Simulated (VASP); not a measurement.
# Se (P3_121) in VASP: further runs

Se is run at these levels: LDA; tasks: single point.

Program: VASP 6.6.1. These are calculated values, not measurements. Logs are shortened: lines on timing, memory, paths and dates and some standing lists are left out, and cuts for length are marked.

**1. The cell of the first run**

The structure is trigonal, space group P3_121 (No. 152). The conventional cell has a = 3.953 Å, b = 3.953 Å, c = 5.121 Å, α = 90.00°, β = 90.00°, γ = 120.00°. Within 3.2 Å of Se (site symmetry 2) lie 6 Se at 2.44 to 3.11 Å.

**2. Single point, LDA**

Input file INCAR:

```
SYSTEM = Se
PREC = Accurate
ENCUT = 520
EDIFF = 1E-6
ISMEAR = 1
SIGMA = 0.2
LREAL = .False.
LASPH = .True.
NELM = 100
ALGO = Normal
ISIF = 2
LWAVE = .False.
LCHARG = .False.
NBANDS = 16
```

Input file KPOINTS:

```
Automatic mesh
0
Gamma
  9 9 6
  0 0 0
```

Input file POSCAR:

```
Se
1.0
    3.9534579885      0.0000000000      0.0000000000
   -1.9767289943      3.4237950508      0.0000000000
    0.0000000000      0.0000000000      5.1205317866
Se
3
Direct
    0.2543546533      1.0000000000      0.3333333333
    1.0000000000      0.2543546533      0.6666666667
    0.7456453467      0.7456453467      1.0000000000
```

Potentials or basis: VASP PAW LDA potentials, release 64 (Se).

Command:

```bash
> cat potpaw_LDA.64/Se/POTCAR > POTCAR
> mpirun -np 1 vasp_std > vasp.out
```

OUTCAR:

```text
SYSTEM = Se
   PREC = Accurate
   ENCUT = 520
   EDIFF = 1E-6
   ISMEAR = 1
   LREAL = .False.
   LASPH = .True.
   NELM = 100
   ISIF = 2

 ion  position               nearest neighbor table
   1  0.254  0.000  0.333-   3 2.44   2 2.44
   2  0.000  0.254  0.667-   3 2.44   1 2.44
   3  0.746  0.746  0.000-   2 2.44   1 2.44

  LATTYP: Found a hexagonal cell.
 ALAT       =     3.9534579885
 C/A-ratio  =     1.2952032882

  Lattice vectors:

 A1 = (   3.9534579885,   0.0000000000,   0.0000000000)
 A2 = (  -1.9767289943,   3.4237950508,   0.0000000000)
 A3 = (   0.0000000000,   0.0000000000,   5.1205317866)

Analysis of symmetry for initial positions (statically):
=====================================================================
 Subroutine PRICEL returns:
 Original cell was already a primitive cell.

 Routine SETGRP: Setting up the symmetry group for a
 hexagonal supercell.

 Subroutine GETGRP returns: Found  6 space group operations
 (whereof  2 operations were pure point group operations)
 out of a pool of 24 trial point group operations.

The static configuration has the point symmetry C_2 .
 The point group associated with its full space group is D_3 .

Analysis of symmetry for dynamics (positions and initial velocities):
=====================================================================
 Subroutine PRICEL returns:
 Original cell was already a primitive cell.

 Routine SETGRP: Setting up the symmetry group for a
 hexagonal supercell.

 Subroutine GETGRP returns: Found  6 space group operations
 (whereof  2 operations were pure point group operations)
 out of a pool of 24 trial point group operations.

The dynamic configuration has the point symmetry C_2 .
 The point group associated with its full space group is D_3 .

 Subroutine INISYM returns: Found  6 space group operations
 (whereof  2 operations are pure point group operations),
 and found     1 'primitive' translations

----------------------------------------------------------------------------------------

                                     Primitive cell

  volume of cell :      69.3106

  direct lattice vectors                    reciprocal lattice vectors
     3.953457988  0.000000000  0.000000000     0.252943120  0.146036779  0.000000000
    -1.976728994  3.423795051  0.000000000     0.000000000  0.292073557  0.000000000
     0.000000000  0.000000000  5.120531787     0.000000000  0.000000000  0.195292216

  length of vectors
     3.953457988  3.953457988  5.120531787     0.292073557  0.292073557  0.195292216

  position of ions in fractional coordinates (direct lattice)
     0.254354653  0.000000000  0.333333333
     0.000000000  0.254354653  0.666666667
     0.745645347  0.745645347  0.000000000

  ion indices of the primitive-cell ions
   primitive index   ion index
                 1           1
                 2           2
                 3           3

----------------------------------------------------------------------------------------

 KPOINTS: Automatic mesh

Automatic generation of k-mesh.
 Grid dimensions read from file:
 generate k-points for:    9    9    6

 Generating k-lattice:

  Cartesian coordinates                     Fractional coordinates (reciprocal lattice)
     0.028104791  0.016226309  0.000000000     0.111111111  0.000000000  0.000000000
     0.000000000  0.032452617  0.000000000     0.000000000  0.111111111  0.000000000
     0.000000000  0.000000000  0.032548703     0.000000000  0.000000000  0.166666667

  Length of vectors
     0.032452617  0.032452617  0.032548703

  Shift w.r.t. Gamma in fractional coordinates (k-lattice)
     0.000000000  0.000000000  0.000000000

 Subroutine IBZKPT returns following result:
 ===========================================

 Found     62 irreducible k-points:

 Following reciprocal coordinates:
            Coordinates               Weight
  0.000000  0.000000  0.000000      1.000000
  0.111111  0.000000  0.000000      6.000000
  0.222222  0.000000  0.000000      6.000000
  0.333333  0.000000  0.000000      6.000000
  0.444444  0.000000  0.000000      6.000000
  0.111111  0.111111  0.000000      6.000000
[... 16 lines left out ...]
  0.222222  0.111111  0.166667     12.000000
 -0.111111  0.333333  0.166667     12.000000
 [... further k-points ...]
   k-points           NKPTS =     62   k-points in BZ     NKDIM =     62   number of bands    NBANDS=     16
   number of dos      NEDOS =    301   number of ions     NIONS =      3
   total plane-waves  NPLWV =  36000
   dimension x,y,z NGX =    30 NGY =   30 NGZ =   40
   dimension x,y,z NGXF=    60 NGYF=   60 NGZF=   80
   ions per type =               3
   NGX,Y,Z   is equivalent  to a cutoff of  12.62, 12.62, 12.99 a.u.
   NGXF,Y,Z  is equivalent  to a cutoff of  25.23, 25.23, 25.97 a.u.
 SYSTEM =  Se
   PREC   = accura    normal or accurate (medium, high low for compatibility)
   ISTART =      0    job   : 0-new  1-cont  2-samecut
   ICHARG =      2    charge: 1-file 2-atom 10-const
   ISPIN  =      1    spin polarized calculation?
   LNONCOLLINEAR =      F non collinear calculations
   LSORBIT =      F    spin-orbit coupling
   LASPH  =      T    aspherical Exc in radial PAW
   ENCUT  =  520.0 eV  38.22 Ry    6.18 a.u.   7.35  7.35  9.52*2*pi/ulx,y,z
   NELM   =    100;   NELMIN=  2; NELMDL= -5     # of ELM steps
   EDIFF  = 0.1E-05   stopping-criterion for ELM
   LREAL  =      F    real-space projection
   EDIFFG = 0.1E-04   stopping-criterion for IOM
   NSW    =      0    number of steps for IOM
   IBRION =     -1    ionic relax: 0-MD 1-quasi-New 2-CG
   NFREE  =      0    steps in history (QN), initial steepest desc. (CG)
   ISIF   =      2    stress and relaxation
   ISYM   =      2    0-nonsym 1-usesym 2-fastsym
   POTIM  = 0.5000    time-step for ionic-motion
   TEBEG  =    0.0;   TEEND  =   0.0 temperature during run
   PSTRESS=    0.0 pullay stress
   NELECT =      18.0000    total number of electrons
   NUPDOWN=      -1.0000    fix difference up-down
   EMIN   =  10.00;   EMAX   =-10.00  energy-range for DOS
   EFERMI =   0.00;   METHOD = LEGACY
   ISMEAR =     1;   SIGMA  =   0.20  broadening in eV -4-tet -1-fermi 0-gaus
   EFERMI_NEDOS =   21; number of points for ismear=-14 and -15
   IALGO  =     38    algorithm
   IMIX   =      4    mixing-type and parameters
     AMIX     =   0.40;   BMIX     =  1.00
     AMIX_MAG =   1.60;   BMIX_MAG =  1.00
  volume/ion in A,a.u.               =      23.10       155.91
  Fermi-wavevector in a.u.,A,eV,Ry     =   1.044477  1.973776 14.843043  1.090933
  Thomas-Fermi vector in A             =   2.179232
   LORBIT       =      0    0 simple, 1 ext, 2 COOP (PROOUT), +10 PAW based schemes
   GGA     = CA    functional components
   LHFCALC =     F    Hartree Fock is set to
   AEXX    =    0.0000 exact exchange contribution
   IVDW    =     0    specifies the selected vdW correction
   LEPSILON=     F    determine dielectric tensor
   LRPA    =     F    only Hartree local field effects (RPA)
 non-spin polarized calculation
 Methfessel and Paxton  Order N= 1 SIGMA  =   0.20
  energy-cutoff  :      520.00
  volume of cell :       69.31
 maximum number of plane-waves:      1904
 NGX is ok and might be reduce to    30
   NGX = 15   NGY = 15   NGZ = 19

 number of electron      18.0000001 magnetization

 Free energy of the ion-electron system (eV)
  ---------------------------------------------------
  ext. energy  EPLUGINS =         0.00000000
  ---------------------------------------------------
  free energy    TOTEN  =       -12.47673475 eV

  energy without entropy =      -12.47817827  energy(sigma->0) =      -12.47721593

 E-fermi :   4.4766     XC(G=0):  -9.9940

 val. band max:        4.4106370542   @ k =   0.3333   0.3333   0.5000
 cond. band min:       4.6938024858   @ k =   0.3333   0.3333   0.5000
 fundamental gap:      0.2831654316
 Fermi energy:         4.4765771961

 k-point     1 :       0.0000    0.0000    0.0000
  band No.  band energies     occupation
      1     -11.9495      2.00000
      2      -7.7486      2.00000
      3      -7.7486      2.00000
      4       0.6396      2.00000
      5       0.9648      2.00000
      6       0.9648      2.00000
[... 8 lines left out ...]
     15      11.3900      0.00000
     16      12.6072      0.00000

 k-point     2 :       0.1111    0.0000    0.0000
  band No.  band energies     occupation
      1     -11.8541      2.00000
      2      -7.7809      2.00000
      3      -7.7205      2.00000
      4      -0.0584      2.00000
      5       0.5353      2.00000
      6       0.8732      2.00000
[... 8 lines left out ...]
     15      11.8681      0.00000
     16      12.4929      0.00000

 k-point     3 :       0.2222    0.0000    0.0000
  band No.  band energies     occupation
      1     -11.5841      2.00000
      2      -7.9163      2.00000
      3      -7.6452      2.00000
      4      -0.9396      2.00000
      5      -0.0765      2.00000
      6       0.5237      2.00000
[... 8 lines left out ...]
     15      12.4495      0.00000
     16      13.0963      0.00000

 k-point     4 :       0.3333    0.0000    0.0000
  band No.  band energies     occupation
      1     -11.2017      2.00000
      2      -8.1982      2.00000
      3      -7.5527      2.00000
      4      -1.3911      2.00000
      5      -0.5647      2.00000
      6       0.2229      2.00000
[... 8 lines left out ...]
     15      13.3968      0.00000
     16      14.2195      0.00000
[... 324 lines left out ...]
 k-point    22 :       0.1111    0.1111    0.1667
  band No.  band energies     occupation
      1     -11.5468      2.00000
      2      -8.8147      2.00000
      3      -6.7614      2.00000
      4      -0.5732      2.00000
      5      -0.1928      2.00000
      6       0.9307      2.00000
[... 8 lines left out ...]
     15      12.1997      0.00000
     16      12.5812      0.00000

 k-point    23 :       0.2222    0.1111    0.1667
  band No.  band energies     occupation
      1     -11.2265      2.00000
      2      -8.6990      2.00000
      3      -7.0946      2.00000
      4      -1.0470      2.00000
      5      -0.5170      2.00000
      6       0.7324      2.00000
[... 8 lines left out ...]
     15      12.8104      0.00000
     16      13.1047      0.00000

 k-point    24 :      -0.1111    0.3333    0.1667
  band No.  band energies     occupation
      1     -11.2197      2.00000
      2      -8.7691      2.00000
      3      -6.9700      2.00000
      4      -1.3154      2.00000
      5      -0.7022      2.00000
      6       0.5367      2.00000
[... 8 lines left out ...]
     15      13.2267      0.00000
     16      13.9527      0.00000

 [... further k-points ...]
[... 5 lines left out ...]
  --------------------------------------------------------------------------------------
  -------------------------------------------------------------------------------------
  Total        0.0579852      0.0579852      0.1220534     -0.0000000      0.0000000     -0.0000000
  in kB        1.3403790      1.3403790      2.8213733     -0.0000000      0.0000000     -0.0000000
  external PRESSURE =       1.8340438 kB  Pullay stress =       0.0000000 kB

 VOLUME and BASIS-vectors are now :
 -----------------------------------------------------------------------------
  energy-cutoff  :      520.00
  volume of cell :       69.31
      direct lattice vectors                 reciprocal lattice vectors
     3.953457988  0.000000000  0.000000000     0.252943120  0.146036779  0.000000000
    -1.976728994  3.423795051  0.000000000     0.000000000  0.292073557  0.000000000
     0.000000000  0.000000000  5.120531787     0.000000000  0.000000000  0.195292216

 POSITION                                       TOTAL-FORCE (eV/Angst)
 -----------------------------------------------------------------------------------
      1.00558      0.00000      1.70684         0.052500      0.000000      0.000000
     -0.50279      0.87086      3.41369        -0.026250      0.045466     -0.000000
      1.47394      2.55294      0.00000        -0.026250     -0.045466     -0.000000
 -----------------------------------------------------------------------------------
    total drift:                               -0.000000     -0.000001      0.000000

  FREE ENERGIE OF THE ION-ELECTRON SYSTEM (eV)
  ---------------------------------------------------
  free  energy   TOTEN  =       -12.4767347532 eV

  energy  without entropy=      -12.4781782715  energy(sigma->0) =      -12.47721593
```

Run time: 25 s. Hardware: 1 thread of Intel Xeon 6975P-C (Granite Rapids), shared host; peak memory 0.18 GiB.

What came out:

- Free energy: -12.4767 eV
- Pressure: 0.2 GPa
- Largest force: 0.052 eV/Å
- Band gap on the k mesh: 0.28 eV, direct

Forces in eV/Å, atoms in the order of the input:
```
Se   0.052  0.000  0.000
Se  -0.026  0.045  0.000
Se  -0.026 -0.045  0.000
```

Levels at points of the mesh, in eV from the valence-band top:
| k point | band 5 | band 6 | band 7 | band 8 | band 9 | band 10 | band 11 | band 12 | band 13 | band 14 |
| --- | --- | --- | --- | --- | --- | --- | --- | --- | --- | --- |
| (0.00, 0.00, 0.00) | -3.45 | -3.45 | -1.98 | -1.98 | -0.69 | 1.32 | 1.32 | 2.00 | 6.17 | 6.17 |
| (0.00, 0.00, 0.50) | -3.19 | -3.19 | -1.52 | -1.35 | -1.35 | 0.74 | 0.75 | 0.75 | 5.26 | 6.80 |

[end of part 1 of 2]
